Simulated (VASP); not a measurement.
# P (P2/m) in VASP: single point with PBEsol

Aim: the single point of P with PBEsol.

All numbers are computed with VASP 6.6.1; they aren't measurements. Logs are shortened: lines on timing, memory, paths and dates and some standing lists are left out, and cuts for length are marked.

## Step 1: The cell of the first run

It takes space group P2/m (No. 10, monoclinic). The conventional cell has a = 2.435 Å, b = 2.435 Å, c = 9.589 Å, α = 90.00°, β = 91.45°, γ = 90.00°. Within 3.2 Å of P (site symmetry m) lie 6 P at 2.40 to 2.43 Å. P (site symmetry m) has 6 P at 2.40 to 2.43 Å within 3.2 Å.

## Step 2: Single point, PBEsol

INCAR reads:

```
PREC     = Accurate       # precision mode
ENCUT    = 520            # plane-wave cutoff, eV
EDIFF    = 1E-6           # SCF threshold, eV
ISMEAR   = 0              # smearing method
SIGMA    = 0.15           # smearing width, eV
LREAL    = False          # projectors in reciprocal space
LASPH    = True           # aspherical terms in the spheres
NELM     = 100            # most SCF steps
ALGO     = Normal         # electronic algorithm
ISIF     = 2              # what is computed and relaxed
LWAVE    = False          # write WAVECAR
LCHARG   = False          # write CHGCAR
GGA      = PS             # functional
NBANDS   = 18             # bands
```

KPOINTS reads:

```
regular mesh
0
Gamma
  24 24 6
```

POSCAR reads:

```
P
1.0
   -2.4347371633      0.0000000000     -0.0052449062
    0.0000000000     -2.4346254889      0.0000000000
   -0.2632781304      0.0000000000      9.5853706149
P
4
Direct
    0.9125000000      0.0000000000      0.8750000000
    0.9625000000      0.0000000000      0.3750000000
   -0.0125000000      0.0000000000      0.1250000000
   -0.0625000000      0.0000000000      0.6250000000
```

Potentials or basis: VASP PAW PBE potentials, release 64 (P).

The run is started by

```sh
cat potpaw_PBE.64/P/POTCAR > POTCAR
mpirun -np 1 vasp_std > vasp.out
```

OUTCAR:

```text
PREC = Accurate
   ENCUT = 520
   EDIFF = 1E-6
   ISMEAR = 0
   LREAL = False
   LASPH = True
   NELM = 100
   ISIF = 2
   GGA = PS

 ion  position               nearest neighbor table
   1  0.913  0.000  0.875-   4 2.40   3 2.41
   2  0.962  0.000  0.375-   3 2.40   4 2.40
   3  0.987  0.000  0.125-   2 2.40   1 2.41
   4  0.938  0.000  0.625-   1 2.40   2 2.40

  LATTYP: Found a simple monoclinic cell.
 ALAT       =     2.4347428126
 B/A-ratio  =     0.9999518127
 C/A-ratio  =     3.9383977516
 COS(beta)  =    -0.0253028620

  Lattice vectors:

 A1 = (  -2.4347371633,   0.0000000000,  -0.0052449062)
 A2 = (   0.0000000000,   2.4346254889,   0.0000000000)
 A3 = (   0.2632781304,   0.0000000000,  -9.5853706149)

Analysis of symmetry for initial positions (statically):
=====================================================================
 Subroutine PRICEL returns:
 Original cell was already a primitive cell.

 Routine SETGRP: Setting up the symmetry group for a
 simple monoclinic supercell.

 Subroutine GETGRP returns: Found  4 space group operations
 (whereof  2 operations were pure point group operations)
 out of a pool of  4 trial point group operations.

The static configuration has the point symmetry C_1h.
 The point group associated with its full space group is C_2h.

Analysis of symmetry for dynamics (positions and initial velocities):
=====================================================================
 Subroutine PRICEL returns:
 Original cell was already a primitive cell.

 Routine SETGRP: Setting up the symmetry group for a
 simple monoclinic supercell.

 Subroutine GETGRP returns: Found  4 space group operations
 (whereof  2 operations were pure point group operations)
 out of a pool of  4 trial point group operations.

The dynamic configuration has the point symmetry C_1h.
 The point group associated with its full space group is C_2h.

 Subroutine INISYM returns: Found  4 space group operations
 (whereof  2 operations are pure point group operations),
 and found     1 'primitive' translations

----------------------------------------------------------------------------------------

                                     Primitive cell

  volume of cell :      56.8223

  direct lattice vectors                    reciprocal lattice vectors
    -2.434737163  0.000000000 -0.005244906    -0.410697651  0.000000000 -0.011280493
     0.000000000 -2.434625489  0.000000000     0.000000000 -0.410740791  0.000000000
    -0.263278130  0.000000000  9.585370615    -0.000224725  0.000000000  0.104319475

  length of vectors
     2.434742813  2.434625489  9.588985619     0.410852541  0.410740791  0.104319718

  position of ions in fractional coordinates (direct lattice)
     0.912500000  0.000000000  0.875000000
     0.962500000  0.000000000  0.375000000
     0.987500000  0.000000000  0.125000000
     0.937500000  0.000000000  0.625000000

  ion indices of the primitive-cell ions
   primitive index   ion index
                 1           1
                 2           2
                 3           3
                 4           4

----------------------------------------------------------------------------------------

 KPOINTS: regular mesh

Automatic generation of k-mesh.
 Grid dimensions read from file:
 generate k-points for:   24   24    6

 Generating k-lattice:

  Cartesian coordinates                     Fractional coordinates (reciprocal lattice)
    -0.017112402  0.000000000 -0.000470021     0.041666667  0.000000000  0.000000000
     0.000000000 -0.017114200  0.000000000     0.000000000  0.041666667  0.000000000
    -0.000037454  0.000000000  0.017386579     0.000000000  0.000000000  0.166666667

  Length of vectors
     0.017118856  0.017114200  0.017386620

  Shift w.r.t. Gamma in fractional coordinates (k-lattice)
     0.000000000  0.000000000  0.000000000

 Subroutine IBZKPT returns following result:
 ===========================================

 Found    962 irreducible k-points:

 Following reciprocal coordinates:
            Coordinates               Weight
  0.000000  0.000000  0.000000      1.000000
  0.041667  0.000000  0.000000      2.000000
  0.083333  0.000000  0.000000      2.000000
  0.125000  0.000000  0.000000      2.000000
  0.166667  0.000000 -0.000000      2.000000
  0.208333  0.000000  0.000000      2.000000
[... 16 lines left out ...]
  0.375000  0.041667  0.000000      4.000000
  0.416667  0.041667  0.000000      4.000000
 [... further k-points ...]
   k-points           NKPTS =    962   k-points in BZ     NKDIM =    962   number of bands    NBANDS=     18
   number of dos      NEDOS =    301   number of ions     NIONS =      4
   total plane-waves  NPLWV =  23328
   dimension x,y,z NGX =    18 NGY =   18 NGZ =   72
   dimension x,y,z NGXF=    36 NGYF=   36 NGZF=  144
   ions per type =               4
   NGX,Y,Z   is equivalent  to a cutoff of  12.29, 12.29, 12.48 a.u.
   NGXF,Y,Z  is equivalent  to a cutoff of  24.58, 24.58, 24.97 a.u.
 SYSTEM =  unknown system
   PREC   = accura    normal or accurate (medium, high low for compatibility)
   ISTART =      0    job   : 0-new  1-cont  2-samecut
   ICHARG =      2    charge: 1-file 2-atom 10-const
   ISPIN  =      1    spin polarized calculation?
   LNONCOLLINEAR =      F non collinear calculations
   LSORBIT =      F    spin-orbit coupling
   LASPH  =      T    aspherical Exc in radial PAW
   ENCUT  =  520.0 eV  38.22 Ry    6.18 a.u.   4.53  4.53 17.83*2*pi/ulx,y,z
   NELM   =    100;   NELMIN=  2; NELMDL= -5     # of ELM steps
   EDIFF  = 0.1E-05   stopping-criterion for ELM
   LREAL  =      F    real-space projection
   EDIFFG = 0.1E-04   stopping-criterion for IOM
   NSW    =      0    number of steps for IOM
   IBRION =     -1    ionic relax: 0-MD 1-quasi-New 2-CG
   NFREE  =      0    steps in history (QN), initial steepest desc. (CG)
   ISIF   =      2    stress and relaxation
   ISYM   =      2    0-nonsym 1-usesym 2-fastsym
   POTIM  = 0.5000    time-step for ionic-motion
   TEBEG  =    0.0;   TEEND  =   0.0 temperature during run
   PSTRESS=    0.0 pullay stress
   NELECT =      20.0000    total number of electrons
   NUPDOWN=      -1.0000    fix difference up-down
   EMIN   =  10.00;   EMAX   =-10.00  energy-range for DOS
   EFERMI =   0.00;   METHOD = LEGACY
   ISMEAR =     0;   SIGMA  =   0.15  broadening in eV -4-tet -1-fermi 0-gaus
   EFERMI_NEDOS =   21; number of points for ismear=-14 and -15
   IALGO  =     38    algorithm
   IMIX   =      4    mixing-type and parameters
     AMIX     =   0.40;   BMIX     =  1.00
     AMIX_MAG =   1.60;   BMIX_MAG =  1.00
  volume/ion in A,a.u.               =      14.21        95.86
  Fermi-wavevector in a.u.,A,eV,Ry     =   1.155878  2.184292 18.178108  1.336053
  Thomas-Fermi vector in A             =   2.292503
   LORBIT       =      0    0 simple, 1 ext, 2 COOP (PROOUT), +10 PAW based schemes
   GGA     = PS    functional components
   LHFCALC =     F    Hartree Fock is set to
   AEXX    =    0.0000 exact exchange contribution
   IVDW    =     0    specifies the selected vdW correction
   LEPSILON=     F    determine dielectric tensor
   LRPA    =     F    only Hartree local field effects (RPA)
 non-spin polarized calculation
 Gauss-broadening in eV      SIGMA  =   0.15
  energy-cutoff  :      520.00
  volume of cell :       56.82
 maximum number of plane-waves:      1562
   NGX =  9   NGY =  9   NGZ = 35

 number of electron      19.9999995 magnetization

 Free energy of the ion-electron system (eV)
  ---------------------------------------------------
  ext. energy  EPLUGINS =         0.00000000
  ---------------------------------------------------
  free energy    TOTEN  =       -23.05397357 eV

  energy without entropy =      -23.03924841  energy(sigma->0) =      -23.04661099

 E-fermi :   9.9653     XC(G=0): -11.4866

 val. band max:        9.9613872093   @ k =   0.2500   0.0833   0.3333
 cond. band min:       9.9659883926   @ k =  -0.0417   0.0417   0.3333
 fundamental gap:      0.0046011832
 Fermi energy:         9.9652511119

 k-point     1 :       0.0000    0.0000    0.0000
  band No.  band energies     occupation
      1      -6.8189      2.00000
      2      -5.3429      2.00000
      3      -5.3386      2.00000
      4      -2.1334      2.00000
      5       1.0071      2.00000
      6       6.9670      2.00000
[... 10 lines left out ...]
     17      17.7156      0.00000
     18      17.7881      0.00000

 k-point     2 :       0.0417    0.0000    0.0000
  band No.  band energies     occupation
      1      -6.7789      2.00000
      2      -5.3125      2.00000
      3      -5.2892      2.00000
      4      -2.0935      2.00000
      5       1.0436      2.00000
      6       6.9755      2.00000
[... 10 lines left out ...]
     17      17.6385      0.00000
     18      18.0035      0.00000

 k-point     3 :       0.0833    0.0000    0.0000
  band No.  band energies     occupation
      1      -6.6591      2.00000
      2      -5.2044      2.00000
      3      -5.1586      2.00000
      4      -1.9737      2.00000
      5       1.1526      2.00000
      6       7.0419      2.00000
[... 10 lines left out ...]
     17      18.0768      0.00000
     18      18.9220      0.00000

 k-point     4 :       0.1250    0.0000    0.0000
  band No.  band energies     occupation
      1      -6.4600      2.00000
      2      -5.0174      2.00000
      3      -4.9491      2.00000
      4      -1.7745      2.00000
      5       1.3330      2.00000
      6       7.1671      2.00000
[... 375 lines left out ...]
      4       0.4040      2.00000
      5       3.1836      2.00000
      6       4.1792      2.00000
[... 10 lines left out ...]
     17      18.2455      0.00000
     18      19.0530      0.00000

 k-point    23 :       0.3750    0.0417    0.0000
  band No.  band energies     occupation
      1      -3.7161      2.00000
      2      -2.3351      2.00000
      3      -2.1588      2.00000
      4       1.0323      2.00000
      5       3.0610      2.00000
      6       3.6276      2.00000
[... 10 lines left out ...]
     17      17.8632      0.00000
     18      18.3470      0.00000

 k-point    24 :       0.4167    0.0417    0.0000
  band No.  band energies     occupation
      1      -3.1166      2.00000
      2      -1.7314      2.00000
      3      -1.5617      2.00000
      4       1.6790      2.00000
      5       2.1039      2.00000
      6       3.2731      2.00000
[... 10 lines left out ...]
     17      18.1081      0.00000
     18      18.2845      0.00000

 [... further k-points ...]
[... 5 lines left out ...]
  --------------------------------------------------------------------------------------
  -------------------------------------------------------------------------------------
  Total       -0.3197745     -0.3718516      0.5018997      0.0000000      0.0000000      0.5248435
  in kB       -9.0164490    -10.4848310     14.1517017      0.0000000      0.0000000     14.7986306
  external PRESSURE =      -1.7831928 kB  Pullay stress =       0.0000000 kB

 VOLUME and BASIS-vectors are now :
 -----------------------------------------------------------------------------
  energy-cutoff  :      520.00
  volume of cell :       56.82
      direct lattice vectors                 reciprocal lattice vectors
    -2.434737163  0.000000000 -0.005244906    -0.410697651  0.000000000 -0.011280493
     0.000000000 -2.434625489  0.000000000     0.000000000 -0.410740791  0.000000000
    -0.263278130  0.000000000  9.585370615    -0.000224725  0.000000000  0.104319475

 POSITION                                       TOTAL-FORCE (eV/Angst)
 -----------------------------------------------------------------------------------
     -2.45207      0.00000      8.38241        -0.223144      0.000000     -0.030109
     -2.44216      0.00000      3.58947         0.027758      0.000000     -0.026814
     -2.43721      0.00000      1.19299         0.223144      0.000000      0.030109
     -2.44711      0.00000      5.98594        -0.027758      0.000000      0.026814
 -----------------------------------------------------------------------------------
    total drift:                               -0.000003      0.000000      0.000002

  FREE ENERGIE OF THE ION-ELECTRON SYSTEM (eV)
  ---------------------------------------------------
  free  energy   TOTEN  =       -23.0539735707 eV

  energy  without entropy=      -23.0392484052  energy(sigma->0) =      -23.04661099
```

Run time: 5.3 min. Hardware: 1 thread of AMD EPYC 9R45 (Zen 5), shared host; peak memory 0.67 GiB.

Results:

| Property | Result |
| --- | --- |
| Free energy | -23.0540 eV |
| Pressure | -0.2 GPa |
| Largest force | 0.225 eV/Å |
| Band gap on the k mesh | zero (band 10 reaches 15.52 eV, above the bottom of band 11 at 6.97 eV) |

Forces on the atoms (eV/Å):
```
P   -0.223  0.000 -0.030
P    0.028  0.000 -0.027
P    0.223  0.000  0.030
P   -0.028  0.000  0.027
```

Stress tensor (GPa, compression positive):
```
-0.90  0.00  1.48
 0.00 -1.05  0.00
 1.48  0.00  1.42
```

Caveat: the PAW data sets were made with another functional, which shifts forces and pressure a little.
